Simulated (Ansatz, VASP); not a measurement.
TiC: VASP beside Ansatz

```
Ti C
1.0
     0.00000    2.14236    2.16400
     2.18564    0.00000    2.16400
     2.18564    2.14236    0.00000
Ti C
1 1
Cartesian
  0.0000 0.0000 0.0000
  2.1856 2.1424 2.1640
```

Change from the starting cell: strain +0.0100 x Voigt [1, -1, 0, 0, 0, 0], atoms carried along.

Alike in both runs: task single point; functional PBEsol; k mesh 18 × 18 × 18; occupations gaussian, width 0.15 eV; no spin polarisation.

|  | VASP | Ansatz |
| --- | --- | --- |
| version | VASP 6.6.1 | Ansatz 0.2.0 |
| potentials or method | VASP PAW PBE potentials, release 64 (Ti_sv, C), cutoff 520 eV | scalar-relativistic, plane waves, PAW |
| valence electrons in the cell | 16 | 16 |

|  | VASP | Ansatz | Ansatz less VASP |
| --- | --- | --- | --- |
| gap on the k mesh at the Fermi level (eV) | none | none | - |
| pressure (GPa) | -5.7 | -6.0 | -0.24 |
| traceless stress, the component that is largest in VASP (GPa) | 3.96 | 3.94 | -0.017 |

VASP's potentials were made for PBE, not for PBEsol. A gap of «none» marks a metal or a gap that the smearing closes.
